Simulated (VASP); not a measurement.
# Mg (P6_3/mmc) in VASP: single point with LDA

Aim: the single point of Mg with LDA.

Everything below comes from runs of VASP 6.6.1. Logs are shortened: lines on timing, memory, paths and dates and some standing lists are left out, and cuts for length are marked.

## Step 1: The cell of the first run

Symmetry: P6_3/mmc, No. 194, hexagonal system. Conventional cell: a = 3.209 Å, b = 3.209 Å, c = 5.210 Å, α = 90.00°, β = 90.00°, γ = 120.00°. Within 4.2 Å of Mg (site symmetry -6m2) lie 12 Mg at 3.20 to 3.21 Å.

## Step 2: Single point, LDA

Input file INCAR:

```
SYSTEM = Mg
ALGO = Fast ; EDIFF = 1E-6
ENCUT = 520 ; GGA = CA
ISIF = 2 ; ISMEAR = 0
LASPH = .TRUE. ; LCHARG = .FALSE.
LREAL = .FALSE. ; LWAVE = .FALSE.
NBANDS = 9 ; NELM = 100
PREC = Accurate ; SIGMA = 0.1
```

Input file KPOINTS:

```
k-points
0
G
  15 15 8
  0 0 0
```

Input file POSCAR:

```
Mg
1.0
    3.2093000000      0.0000000000      0.0000000000
   -1.6046500000      2.7793353300      0.0000000000
    0.0000000000      0.0000000000      5.2103000000
Mg
2
Direct
    0.3333333300      0.6666666700      0.2500000000
    0.6666666700      0.3333333300      0.7500000000
```

Potentials or basis: VASP PAW LDA potentials, release 64 (Mg).

On the command line:

```
cat potpaw_LDA.64/Mg/POTCAR > POTCAR
mpirun -np 1 vasp_std > vasp.out
```

OUTCAR:

```text
SYSTEM = Mg
   EDIFF = 1E-6
   ENCUT = 520
   GGA = CA
   ISIF = 2
   ISMEAR = 0
   LASPH = .TRUE.
   LREAL = .FALSE.
   NELM = 100
   PREC = Accurate

 ion  position               nearest neighbor table
   1  0.333  0.667  0.250-   2 3.20   2 3.20   2 3.20   2 3.20   2 3.20   2 3.20
   2  0.667  0.333  0.750-   1 3.20   1 3.20   1 3.20   1 3.20   1 3.20   1 3.20

  LATTYP: Found a hexagonal cell.
 ALAT       =     3.2093000000
 C/A-ratio  =     1.6235004518

  Lattice vectors:

 A1 = (   3.2093000000,   0.0000000000,   0.0000000000)
 A2 = (  -1.6046500000,   2.7793353300,   0.0000000000)
 A3 = (   0.0000000000,   0.0000000000,   5.2103000000)

Analysis of symmetry for initial positions (statically):
=====================================================================
 Subroutine PRICEL returns:
 Original cell was already a primitive cell.

 Routine SETGRP: Setting up the symmetry group for a
 hexagonal supercell.

 Subroutine GETGRP returns: Found 24 space group operations
 (whereof 12 operations were pure point group operations)
 out of a pool of 24 trial point group operations.

The static configuration has the point symmetry D_3d.
 The point group associated with its full space group is D_6h.

Analysis of symmetry for dynamics (positions and initial velocities):
=====================================================================
 Subroutine PRICEL returns:
 Original cell was already a primitive cell.

 Routine SETGRP: Setting up the symmetry group for a
 hexagonal supercell.

 Subroutine GETGRP returns: Found 24 space group operations
 (whereof 12 operations were pure point group operations)
 out of a pool of 24 trial point group operations.

The dynamic configuration has the point symmetry D_3d.
 The point group associated with its full space group is D_6h.

 Subroutine INISYM returns: Found 24 space group operations
 (whereof 12 operations are pure point group operations),
 and found     1 'primitive' translations

----------------------------------------------------------------------------------------

                                     Primitive cell

  volume of cell :      46.4744

  direct lattice vectors                    reciprocal lattice vectors
     3.209300000  0.000000000  0.000000000     0.311594429  0.179899127  0.000000000
    -1.604650000  2.779335330  0.000000000     0.000000000  0.359798254  0.000000000
[... 90 lines left out ...]
   NFREE  =      0    steps in history (QN), initial steepest desc. (CG)
   ISIF   =      2    stress and relaxation
   ISYM   =      2    0-nonsym 1-usesym 2-fastsym
   POTIM  = 0.5000    time-step for ionic-motion
   TEBEG  =    0.0;   TEEND  =   0.0 temperature during run
   PSTRESS=    0.0 pullay stress
   NELECT =       4.0000    total number of electrons
   NUPDOWN=      -1.0000    fix difference up-down
   EMIN   =  10.00;   EMAX   =-10.00  energy-range for DOS
   EFERMI =   0.00;   METHOD = LEGACY
   ISMEAR =     0;   SIGMA  =   0.10  broadening in eV -4-tet -1-fermi 0-gaus
   EFERMI_NEDOS =   21; number of points for ismear=-14 and -15
   IALGO  =     68    algorithm
   IMIX   =      4    mixing-type and parameters
     AMIX     =   0.40;   BMIX     =  1.00
     AMIX_MAG =   1.60;   BMIX_MAG =  1.00
  volume/ion in A,a.u.               =      23.24       156.81
  Fermi-wavevector in a.u.,A,eV,Ry     =   0.722809  1.365911  7.108401  0.522453
  Thomas-Fermi vector in A             =   1.812866
   LORBIT       =      0    0 simple, 1 ext, 2 COOP (PROOUT), +10 PAW based schemes
   GGA     = CA    functional components
   LHFCALC =     F    Hartree Fock is set to
   AEXX    =    0.0000 exact exchange contribution
   IVDW    =     0    specifies the selected vdW correction
   LEPSILON=     F    determine dielectric tensor
   LRPA    =     F    only Hartree local field effects (RPA)
 non-spin polarized calculation
 RMM-DIIS sequential band-by-band and
 Gauss-broadening in eV      SIGMA  =   0.10
  energy-cutoff  :      520.00
  volume of cell :       46.47
 maximum number of plane-waves:      1272
 NGX is ok and might be reduce to    24
   NGX = 11   NGY = 11   NGZ = 19

 number of electron       4.0000000 magnetization

 Free energy of the ion-electron system (eV)
  ---------------------------------------------------
  ext. energy  EPLUGINS =         0.00000000
  ---------------------------------------------------
  free energy    TOTEN  =        -3.58818456 eV

  energy without entropy =       -3.58297228  energy(sigma->0) =       -3.58557842

 E-fermi :   2.4094     XC(G=0):  -8.6406

 val. band max:        2.3598712217   @ k =   0.0000   0.0000   0.1250
 cond. band min:       2.4157641405   @ k =   0.3333   0.3333   0.3750
 fundamental gap:      0.0558929188
 Fermi energy:         2.4093559182

 k-point     1 :       0.0000    0.0000    0.0000
  band No.  band energies     occupation
      1      -4.4602      2.00000
      2       0.7785      2.00000
      3       1.1287      2.00000
      4      13.2341      0.00000
      5      13.2341      0.00000
      6      13.2486      0.00000
      7      13.2486      0.00000
      8      14.1577      0.00000
      9      15.6673      0.00000
[... 265 lines left out ...]
 k-point    24 :       0.4000    0.2000    0.0000
  band No.  band energies     occupation
      1       0.8314      2.00000
      2       0.8579      2.00000
      3       4.3361      0.00000
      4       5.5681      0.00000
      5       6.0060      0.00000
      6       6.0939      0.00000
      7       7.3129      0.00000
      8       9.4666      0.00000
      9      10.3279      0.00000

 [... further k-points ...]

------------------------ aborting loop because EDIFF is reached ----------------------------------------

  FORCE on cell =-STRESS in cart. coord.  units (eV):
  Direction    XX          YY          ZZ          XY          YZ          ZX
  --------------------------------------------------------------------------------------
  -------------------------------------------------------------------------------------
  Total       -0.7459170     -0.7459170     -0.9536405      0.0000000      0.0000000      0.0000000
  in kB      -25.7150351    -25.7150352    -32.8761744      0.0000000      0.0000000      0.0000000
  external PRESSURE =     -28.1020816 kB  Pullay stress =       0.0000000 kB

 VOLUME and BASIS-vectors are now :
 -----------------------------------------------------------------------------
  energy-cutoff  :      520.00
  volume of cell :       46.47
      direct lattice vectors                 reciprocal lattice vectors
     3.209300000  0.000000000  0.000000000     0.311594429  0.179899127  0.000000000
    -1.604650000  2.779335330  0.000000000     0.000000000  0.359798254  0.000000000
     0.000000000  0.000000000  5.210300000     0.000000000  0.000000000  0.191927528

 POSITION                                       TOTAL-FORCE (eV/Angst)
 -----------------------------------------------------------------------------------
     -0.00000      1.85289      1.30258        -0.000000      0.000000      0.000000
      1.60465      0.92645      3.90773         0.000000     -0.000000      0.000000
 -----------------------------------------------------------------------------------
    total drift:                                0.000000     -0.000000      0.000000

  FREE ENERGIE OF THE ION-ELECTRON SYSTEM (eV)
  ---------------------------------------------------
  free  energy   TOTEN  =        -3.5881845623 eV

  energy  without entropy=       -3.5829722812  energy(sigma->0) =       -3.58557842
```

OSZICAR:

```text
N       E                     dE             d eps       ncg     rms          rms(c)
DAV:   1    -0.962676263851E+00   -0.96268E+00   -0.12726E+03  2430   0.310E+02
DAV:   2    -0.357281137459E+01   -0.26101E+01   -0.25496E+01  3264   0.266E+01
DAV:   3    -0.360887633874E+01   -0.36065E-01   -0.35102E-01  3203   0.256E+00
DAV:   4    -0.360898880950E+01   -0.11247E-03   -0.11246E-03  3158   0.134E-01
DAV:   5    -0.360898909573E+01   -0.28623E-06   -0.28592E-06  3040   0.649E-03    0.947E-01
RMM:   6    -0.359746931556E+01    0.11520E-01   -0.67192E-04  2466   0.154E-01    0.602E-01
RMM:   7    -0.358818233059E+01    0.92870E-02   -0.25055E-03  2521   0.302E-01    0.308E-02
RMM:   8    -0.358818506389E+01   -0.27333E-05   -0.10207E-04  2662   0.641E-02    0.704E-03
RMM:   9    -0.358818456231E+01    0.50158E-06   -0.62052E-06  2805   0.160E-02
   1 F= -.35881846E+01 E0= -.35855784E+01  d E =-.521228E-02
```

stdout:

```text
POSCAR found type information on POSCAR Mg
 POSCAR found :  1 types and       2 ions
 scaLAPACK will be used
 LDA part: xc-table for (Slater(with rela. corr.)+CA(PZ))
 , standard interpolation
 POSCAR, INCAR and KPOINTS ok, starting setup
 FFT: planning ... GRIDC
 FFT: planning ... GRID_SOFT
 FFT: planning ... GRID
 WAVECAR not read
 entering main loop
```

Wall time 11 s (1 thread of Intel Xeon 6975P-C (Granite Rapids), shared host); peak memory 0.17 GiB.

What came out:

```
Free energy            : -3.5882 eV
Pressure               : -2.8 GPa
Band gap on the k mesh : zero (bands 2 and 3 overlap by 2.21 eV)
```

Stress tensor (GPa, compression positive):
```
-2.57  0.00  0.00
 0.00 -2.57  0.00
 0.00  0.00 -3.29
```

Levels at points of the mesh, in eV from the Fermi level:
| k point | band 1 | band 2 | band 3 | band 4 | band 5 |
| --- | --- | --- | --- | --- | --- |
| (0.00, 0.00, 0.00) | -6.87 | -1.63 | -1.28 | 10.82 | 10.82 |
| (0.00, 0.00, 0.50) | -5.49 | -5.49 | 4.97 | 4.97 | 11.57 |
